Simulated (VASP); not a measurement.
# Sn in VASP: settings compared

Sn is run at these levels: LDA, PBE; tasks: single point.

Program: VASP 6.6.1. These are calculated values, not measurements. Logs are shortened: lines on timing, memory, paths and dates and some standing lists are left out, and cuts for length are marked.

## 1. The cell of the first run

The structure is tetragonal, space group I4/mmm (No. 139). Conventional cell: a = 4.058 Å, b = 4.058 Å, c = 3.322 Å, α = 90.00°, β = 90.00°, γ = 90.00°. Within 4.4 Å of Sn (site symmetry 4/mmm) lie 14 Sn at 3.32 to 4.06 Å.

## 2. Single point, LDA

INCAR reads:

```
SYSTEM = Sn
ALGO = Normal
EDIFF = 1E-6
ENCUT = 520
ISIF = 2
ISMEAR = -1
LASPH = .TRUE.
LCHARG = .TRUE.
LELF = .TRUE.
LREAL = .FALSE.
LVHAR = .TRUE.
LWAVE = .FALSE.
NBANDS = 13
NELM = 100
PREC = Accurate
SIGMA = 0.05
```

KPOINTS reads:

```
k-points
0
G
  10 10 10
  0 0 0
```

POSCAR reads:

```
Sn
1.0
   -2.0291894110      2.0291894110      1.6607599896
    2.0291894110     -2.0291894110      1.6607599896
    2.0291894110      2.0291894110     -1.6607599896
Sn
1
Direct
    0.0000000000      0.0000000000      0.0000000000
```

Potentials or basis: VASP PAW LDA potentials, release 64 (Sn_d).

Started as:

```bash
cat potpaw_LDA.64/Sn_d/POTCAR > POTCAR
mpirun -np 1 vasp_std > vasp.out
```

OUTCAR:

```text
SYSTEM = Sn
   EDIFF = 1E-6
   ENCUT = 520
   ISIF = 2
   ISMEAR = -1
   LASPH = .TRUE.
   LREAL = .FALSE.
   NELM = 100
   PREC = Accurate

 ion  position               nearest neighbor table
   1  0.000  0.000  0.000-

  LATTYP: Found a body centered tetragonal cell.
 ALAT       =     4.0583788220
 C/A-ratio  =     0.8184351745

  Lattice vectors:

 A1 = (  -2.0291894110,   2.0291894110,   1.6607599896)
 A2 = (   2.0291894110,  -2.0291894110,   1.6607599896)
 A3 = (   2.0291894110,   2.0291894110,  -1.6607599896)

Analysis of symmetry for initial positions (statically):
=====================================================================
 Subroutine PRICEL returns:
 Original cell was already a primitive cell.

 Routine SETGRP: Setting up the symmetry group for a
 body centered tetragonal supercell.

 Subroutine GETGRP returns: Found 16 space group operations
 (whereof 16 operations were pure point group operations)
 out of a pool of 16 trial point group operations.

The static configuration has the point symmetry D_4h.

Analysis of symmetry for dynamics (positions and initial velocities):
=====================================================================
 Subroutine PRICEL returns:
 Original cell was already a primitive cell.

 Routine SETGRP: Setting up the symmetry group for a
 body centered tetragonal supercell.

 Subroutine GETGRP returns: Found 16 space group operations
 (whereof 16 operations were pure point group operations)
 out of a pool of 16 trial point group operations.

The dynamic configuration has the point symmetry D_4h.

 Subroutine INISYM returns: Found 16 space group operations
 (whereof 16 operations are pure point group operations),
 and found     1 'primitive' translations

----------------------------------------------------------------------------------------

                                     Primitive cell

  volume of cell :      27.3534

  direct lattice vectors                    reciprocal lattice vectors
    -2.029189411  2.029189411  1.660759990     0.000000000  0.246403809  0.301066983
     2.029189411 -2.029189411  1.660759990     0.246403809  0.000000000  0.301066983
     2.029189411  2.029189411 -1.660759990     0.246403809  0.246403809  0.000000000

  length of vectors
     3.315621069  3.315621069  3.315621069     0.389045197  0.389045197  0.348467608
[... 78 lines left out ...]
   NELM   =    100;   NELMIN=  2; NELMDL= -5     # of ELM steps
   EDIFF  = 0.1E-05   stopping-criterion for ELM
   LREAL  =      F    real-space projection
   EDIFFG = 0.1E-04   stopping-criterion for IOM
   NSW    =      0    number of steps for IOM
   IBRION =     -1    ionic relax: 0-MD 1-quasi-New 2-CG
   NFREE  =      0    steps in history (QN), initial steepest desc. (CG)
   ISIF   =      2    stress and relaxation
   ISYM   =      2    0-nonsym 1-usesym 2-fastsym
   POTIM  = 0.5000    time-step for ionic-motion
   TEBEG  =    0.0;   TEEND  =   0.0 temperature during run
   PSTRESS=    0.0 pullay stress
   NELECT =      14.0000    total number of electrons
   NUPDOWN=      -1.0000    fix difference up-down
   EMIN   =  10.00;   EMAX   =-10.00  energy-range for DOS
   EFERMI =   0.00;   METHOD = LEGACY
   ISMEAR =    -1;   SIGMA  =   0.05  broadening in eV -4-tet -1-fermi 0-gaus
   EFERMI_NEDOS =   21; number of points for ismear=-14 and -15
   IALGO  =     38    algorithm
   IMIX   =      4    mixing-type and parameters
     AMIX     =   0.40;   BMIX     =  1.00
     AMIX_MAG =   1.60;   BMIX_MAG =  1.00
  volume/ion in A,a.u.               =      27.35       184.59
  Fermi-wavevector in a.u.,A,eV,Ry     =   1.309524  2.474642 23.331997  1.714853
  Thomas-Fermi vector in A             =   2.440117
   LORBIT       =      0    0 simple, 1 ext, 2 COOP (PROOUT), +10 PAW based schemes
   GGA     = CA    functional components
   LHFCALC =     F    Hartree Fock is set to
   AEXX    =    0.0000 exact exchange contribution
   IVDW    =     0    specifies the selected vdW correction
   LEPSILON=     F    determine dielectric tensor
   LRPA    =     F    only Hartree local field effects (RPA)
 non-spin polarized calculation
  energy-cutoff  :      520.00
  volume of cell :       27.35
 maximum number of plane-waves:       754
 NGX is ok and might be reduce to    28
   NGX = 13   NGY = 13   NGZ = 13

 number of electron      14.0000001 magnetization

 Free energy of the ion-electron system (eV)
  ---------------------------------------------------
  ext. energy  EPLUGINS =         0.00000000
  ---------------------------------------------------
  free energy    TOTEN  =        -4.42849482 eV

  energy without entropy =       -4.42358832  energy(sigma->0) =       -4.42604157

 E-fermi :   7.6622     XC(G=0): -10.5652

 val. band max:        7.6448056488   @ k =  -0.3000  -0.4000   0.3000
 cond. band min:       7.7779037306   @ k =   0.4000   0.3000   0.1000
 fundamental gap:      0.1330980818
 Fermi energy:         7.6622419877

 k-point     1 :       0.0000    0.0000    0.0000
  band No.  band energies     occupation
      1     -13.7482      2.00000
      2     -13.6712      2.00000
      3     -13.6712      2.00000
      4     -13.6688      2.00000
      5     -13.5523      2.00000
      6      -3.3504      2.00000
      7      14.3793      0.00000
      8      14.3793      0.00000
      9      16.8722      0.00000
     10      18.0518      0.00000
     11      19.1727      0.00000
     12      20.3102      0.00000
     13      20.3102      0.00000
[... 354 lines left out ...]
  band No.  band energies     occupation
      1     -13.7198      2.00000
      2     -13.6381      2.00000
      3     -13.6118      2.00000
      4     -13.5816      2.00000
      5     -13.5603      2.00000
      6       1.6425      2.00000
      7       5.1511      2.00000
      8       6.6291      2.00000
      9      12.1140      0.00000
     10      16.8806      0.00000
     11      19.0083      0.00000
     12      23.6449      0.00000
     13      24.0862      0.00000

 [... further k-points ...]
[... 5 lines left out ...]
  --------------------------------------------------------------------------------------
  -------------------------------------------------------------------------------------
  Total       -0.5889475     -0.5889475     -0.4776163      0.0000000     -0.0000000      0.0000000
  in kB      -34.4965048    -34.4965048    -27.9754872      0.0000000     -0.0000000      0.0000000
  external PRESSURE =     -32.3228323 kB  Pullay stress =       0.0000000 kB

 VOLUME and BASIS-vectors are now :
 -----------------------------------------------------------------------------
  energy-cutoff  :      520.00
  volume of cell :       27.35
      direct lattice vectors                 reciprocal lattice vectors
    -2.029189411  2.029189411  1.660759990     0.000000000  0.246403809  0.301066983
     2.029189411 -2.029189411  1.660759990     0.246403809  0.000000000  0.301066983
     2.029189411  2.029189411 -1.660759990     0.246403809  0.246403809  0.000000000

 POSITION                                       TOTAL-FORCE (eV/Angst)
 -----------------------------------------------------------------------------------
      0.00000      0.00000      0.00000         0.000000      0.000000     -0.000000
 -----------------------------------------------------------------------------------
    total drift:                               -0.000000     -0.000000     -0.000000

  FREE ENERGIE OF THE ION-ELECTRON SYSTEM (eV)
  ---------------------------------------------------
  free  energy   TOTEN  =        -4.4284948213 eV

  energy  without entropy=       -4.4235883157  energy(sigma->0) =       -4.42604157
```

OSZICAR:

```text
N       E                     dE             d eps       ncg     rms          rms(c)
DAV:   1     0.798504346857E+02    0.79850E+02   -0.71569E+03  2738   0.161E+03
DAV:   2     0.119826847052E+01   -0.78652E+02   -0.76208E+02  2832   0.340E+02
DAV:   3    -0.432289829104E+01   -0.55212E+01   -0.55055E+01  3162   0.723E+01
DAV:   4    -0.444102800015E+01   -0.11813E+00   -0.11811E+00  3142   0.114E+01
DAV:   5    -0.444526567978E+01   -0.42377E-02   -0.42376E-02  3412   0.212E+00    0.137E+00
DAV:   6    -0.443306435596E+01    0.12201E-01   -0.11614E-02  3366   0.180E+00    0.744E-01
DAV:   7    -0.442873745850E+01    0.43269E-02   -0.68740E-03  3307   0.129E+00    0.966E-02
DAV:   8    -0.442849425061E+01    0.24321E-03   -0.64001E-04  3282   0.445E-01    0.200E-02
DAV:   9    -0.442849482007E+01   -0.56946E-06   -0.12371E-05  3630   0.421E-02    0.129E-02
DAV:  10    -0.442849482126E+01   -0.11885E-08   -0.63126E-07  2176   0.999E-03
   1 F= -.44284948E+01 E0= -.44260416E+01  d E =-.490651E-02
```

Run time: 13 s. Hardware: 1 thread of Intel Xeon 6975P-C (Granite Rapids), shared host; peak memory 0.16 GiB.

What came out:

* Free energy: -4.4285 eV
* Pressure: -3.2 GPa
* Band gap on the k mesh: zero (band 7 reaches 14.38 eV, above the bottom of band 8 at 5.71 eV)

Caveat: spin-orbit coupling is left out, which moves the levels of the heavy elements.

## 3. Single point, LDA (volume scaled by 1.02)

INCAR reads:

```
SYSTEM = Sn
ALGO = Normal
EDIFF = 1E-6
ENCUT = 520
GGA = CA
ISIF = 2
ISMEAR = -1
LASPH = .TRUE.
LCHARG = .FALSE.
LREAL = .FALSE.
LWAVE = .FALSE.
NBANDS = 13
NELM = 60
PREC = Accurate
SIGMA = 0.05
```

KPOINTS is that of step 2.

POSCAR reads:

```
Sn
1.0
   -2.0426281431      2.0426281431      1.6717587207
    2.0426281431     -2.0426281431      1.6717587207
    2.0426281431      2.0426281431     -1.6717587207
Sn
1
Direct
    0.0000000000      0.0000000000      0.0000000000
```

Potentials or basis: VASP PAW LDA potentials, release 64 (Sn_d).

Started as:

```bash
cat potpaw_LDA.64/Sn_d/POTCAR > POTCAR
mpirun -np 1 vasp_std > vasp.out
```

It took 13 s on 1 thread of Intel Xeon 6975P-C (Granite Rapids), shared host; peak memory 0.16 GiB.

The run converged. Its results:

| Item | Value |
| --- | --- |
| Free energy | -4.4163 eV |
| Pressure | -4.0 GPa |
| Band gap on the k mesh | zero (band 7 reaches 14.01 eV, above the bottom of band 8 at 5.53 eV) |

Stress tensor (GPa, compression positive):
```
-4.16  0.00  0.00
 0.00 -4.16  0.00
 0.00  0.00 -3.76
```

Levels at points of the mesh, in eV from the Fermi level:
| k point | band 3 | band 4 | band 5 | band 6 | band 7 | band 8 | band 9 | band 10 | band 11 | band 12 |
| --- | --- | --- | --- | --- | --- | --- | --- | --- | --- | --- |
| (0.00, 0.00, 0.00) | -21.33 | -21.33 | -21.22 | -10.87 | 6.58 | 6.58 | 8.99 | 10.28 | 11.37 | 12.58 |
| (0.50, 0.00, 0.00) | -21.25 | -21.19 | -21.17 | -5.79 | -4.00 | 3.01 | 4.27 | 7.20 | 7.47 | 13.65 |
| (0.50, 0.50, 0.00) | -21.30 | -21.26 | -21.18 | -7.24 | -4.49 | 5.62 | 7.55 | 10.34 | 10.96 | 11.79 |
| (0.50, 0.50, 0.50) | -21.19 | -21.19 | -21.16 | -3.55 | -1.48 | -1.48 | 2.49 | 3.24 | 6.19 | 18.82 |

Caveat: spin-orbit coupling is left out, which moves the levels of the heavy elements.

## 4. Single point, LDA (volume scaled by 1.04)

INCAR reads:

```
ALGO = Normal ; EDIFF = 1E-6
ENCUT = 520 ; GGA = CA
ISIF = 2 ; ISMEAR = -1
LASPH = T ; LCHARG = F
LREAL = F ; LWAVE = F
NBANDS = 13 ; NELM = 60
PREC = Accurate ; SIGMA = 0.05
```

KPOINTS reads:

```
k-points
0
Gamma
  10 10 10
```

POSCAR reads:

```
Sn
1.0
   -2.0558923339      2.0558923339      1.6826146010
    2.0558923339     -2.0558923339      1.6826146010
    2.0558923339      2.0558923339     -1.6826146010
Sn
1
Direct
    0.0000000000      0.0000000000      0.0000000000
```

Potentials or basis: VASP PAW LDA potentials, release 64 (Sn_d).

Started as:

```bash
cat potpaw_LDA.64/Sn_d/POTCAR > POTCAR
mpirun -np 1 vasp_std > vasp.out
```

OUTCAR:

```text
EDIFF = 1E-6
   ENCUT = 520
   GGA = CA
   ISIF = 2
   ISMEAR = -1
   LASPH = T
   LREAL = F
   NELM = 60
   PREC = Accurate

 ion  position               nearest neighbor table
   1  0.000  0.000  0.000-

  LATTYP: Found a body centered tetragonal cell.
 ALAT       =     4.1117846678
 C/A-ratio  =     0.8184351745

  Lattice vectors:

 A1 = (  -2.0558923339,   2.0558923339,   1.6826146010)
 A2 = (   2.0558923339,  -2.0558923339,   1.6826146010)
 A3 = (   2.0558923339,   2.0558923339,  -1.6826146010)
[... 562 lines left out ...]
     13      23.2799      0.00000

 [... further k-points ...]

------------------------ aborting loop because EDIFF is reached ----------------------------------------

  FORCE on cell =-STRESS in cart. coord.  units (eV):
  Direction    XX          YY          ZZ          XY          YZ          ZX
  --------------------------------------------------------------------------------------
  -------------------------------------------------------------------------------------
  Total       -0.8481149     -0.8481149     -0.8177108      0.0000000     -0.0000000      0.0000000
  in kB      -47.7661134    -47.7661134    -46.0537452      0.0000000     -0.0000000      0.0000000
  external PRESSURE =     -47.1953240 kB  Pullay stress =       0.0000000 kB

 VOLUME and BASIS-vectors are now :
 -----------------------------------------------------------------------------
  energy-cutoff  :      520.00
  volume of cell :       28.45
      direct lattice vectors                 reciprocal lattice vectors
    -2.055892334  2.055892334  1.682614601     0.000000000  0.243203397  0.297156580
     2.055892334 -2.055892334  1.682614601     0.243203397  0.000000000  0.297156580
     2.055892334  2.055892334 -1.682614601     0.243203397  0.243203397  0.000000000

 POSITION                                       TOTAL-FORCE (eV/Angst)
 -----------------------------------------------------------------------------------
      0.00000      0.00000      0.00000        -0.000000     -0.000000     -0.000000
 -----------------------------------------------------------------------------------
    total drift:                               -0.000000     -0.000000      0.000000

  FREE ENERGIE OF THE ION-ELECTRON SYSTEM (eV)
  ---------------------------------------------------
  free  energy   TOTEN  =        -4.4016360678 eV

  energy  without entropy=       -4.3963358264  energy(sigma->0) =       -4.39898595
```

Run time: 13 s. Hardware: 1 thread of Intel Xeon 6975P-C (Granite Rapids), shared host; peak memory 0.15 GiB.

What came out:

```
Free energy            : -4.4016 eV
Pressure               : -4.7 GPa
Band gap on the k mesh : zero (band 7 reaches 13.66 eV, above the bottom of band 8 at 5.36 eV)
```

Caveat: spin-orbit coupling is left out, which moves the levels of the heavy elements.

## 5. Single point, LDA (volume scaled by 1.06)

INCAR reads:

```
SYSTEM = Sn
PREC = Accurate
ENCUT = 520
EDIFF = 1E-6
ISMEAR = -1
SIGMA = 0.05
LREAL = .False.
LASPH = .True.
NELM = 100
ALGO = Fast
ISIF = 2
LWAVE = .False.
LCHARG = .False.
GGA = CA
NBANDS = 13
```

KPOINTS reads:

```
regular mesh
0
Gamma
  10 10 10
  0 0 0
```

POSCAR reads:

```
Sn
1.0
   -2.0689875426      2.0689875426      1.6933321804
    2.0689875426     -2.0689875426      1.6933321804
    2.0689875426      2.0689875426     -1.6933321804
Sn
1
Direct
    0.0000000000      0.0000000000      0.0000000000
```

Started as:

```bash
cat potpaw_LDA.64/Sn_d/POTCAR > POTCAR
mpirun -np 1 vasp_std > vasp.out
```

Wall time 17 s (1 thread of Intel Xeon 6975P-C (Granite Rapids), shared host); peak memory 0.16 GiB.

Results (log left out):

| Property | Result |
| --- | --- |
| Free energy | -4.3847 eV |
| Pressure | -5.3 GPa |
| Band gap on the k mesh | zero (band 7 reaches 13.32 eV, above the bottom of band 8 at 5.19 eV) |

Levels at points of the mesh, in eV from the Fermi level:
```csv
k point,band 3,band 4,band 5,band 6,band 7,band 8,band 9,band 10,band 11,band 12
"(0.00, 0.00, 0.00)",-21.32,-21.32,-21.22,-10.62,6.33,6.33,8.56,10.07,11.09,12.43
"(0.50, 0.00, 0.00)",-21.26,-21.20,-21.18,-5.79,-3.83,2.90,4.15,7.01,7.36,13.42
"(0.50, 0.50, 0.00)",-21.30,-21.26,-21.19,-7.18,-4.30,5.40,7.25,10.04,10.76,11.64
"(0.50, 0.50, 0.50)",-21.20,-21.20,-21.18,-3.70,-1.40,-1.40,2.42,3.27,6.08,18.58
```

Caveat: spin-orbit coupling is left out, which moves the levels of the heavy elements.

## 6. Single point, PBE

INCAR reads:

```
PREC = Accurate
ENCUT = 520
EDIFF = 1E-6
ISMEAR = 1
SIGMA = 0.05
LREAL = False
LASPH = True
NELM = 60
ALGO = Normal
ISIF = 2
LWAVE = False
LCHARG = False
GGA = PE
NBANDS = 13
```

KPOINTS reads:

```
Automatic mesh
0
Gamma
  7 7 7
```

POSCAR reads:

```
Sn
1.0
   -1.9692270000      2.0562270000      1.6220070000
    2.0445460000     -2.0389000000      1.6928640000
    1.9785480000      2.0482210000     -1.6008370000
Sn
1
Direct
    0.0081510000      0.0011320000     -0.0006220000
```

Potentials or basis: VASP PAW PBE potentials, release 64 (Sn_d).

Started as:

```bash
cat potpaw_PBE.64/Sn_d/POTCAR > POTCAR
mpirun -np 1 vasp_std > vasp.out
```

Wall time 33 s (1 thread of AMD EPYC 7R13 (Zen 3), shared host); peak memory 0.15 GiB.

Results (log left out):

```
Free energy            : -3.7898 eV
Pressure               : 1.7 GPa
Band gap on the k mesh : zero (band 7 reaches 14.66 eV, above the bottom of band 8 at 6.20 eV)
```

Stress tensor (GPa, compression positive):
```
 1.61 -0.22 -1.21
-0.22  0.52 -0.35
-1.21 -0.35  2.90
```

Levels at points of the mesh, in eV from the Fermi level:
```tsv
k point	band 4	band 5	band 6	band 7	band 8	band 9	band 10	band 11
(0.00, 0.00, 0.00)	-21.51	-21.41	-11.11	6.60	6.75	9.17	10.16	11.31
```

Caveat: spin-orbit coupling is left out, which moves the levels of the heavy elements.

## 7. The runs side by side

```csv
level,potentials or basis,cell,k mesh,smearing,gap on the mesh (eV),pressure (GPa)
LDA,"VASP PAW LDA potentials, release 64 (Sn_d)","a = 3.316 Å, angles 104.5, 104.5, 119.9°, 1 atom",10 × 10 × 10,fermi-dirac 0.05 eV,none,-3.2
LDA,"VASP PAW LDA potentials, release 64 (Sn_d)","a = 3.338 Å, angles 104.5, 104.5, 119.9°, 1 atom",10 × 10 × 10,fermi-dirac 0.05 eV,none,-4.0
LDA,"VASP PAW LDA potentials, release 64 (Sn_d)","a = 3.359 Å, angles 104.5, 104.5, 119.9°, 1 atom",10 × 10 × 10,fermi-dirac 0.05 eV,none,-4.7
LDA,"VASP PAW LDA potentials, release 64 (Sn_d)","a = 3.381 Å, angles 104.5, 104.5, 119.9°, 1 atom",10 × 10 × 10,fermi-dirac 0.05 eV,none,-5.3
PBE,"VASP PAW PBE potentials, release 64 (Sn_d)","a = 3.277, b = 3.347, c = 3.267 Å, angles 105.1, 102.3, 119.9°, 1 atom",7 × 7 × 7,methfessel-paxton 0.05 eV,none,1.7
```

Alike in all rows: task single point; no spin polarisation; cutoff (eV) 520.

Caveats: spin-orbit coupling is left out, which moves the levels of the heavy elements.

Total energies depend on the potentials used, so only differences within one code and one set of settings carry meaning.
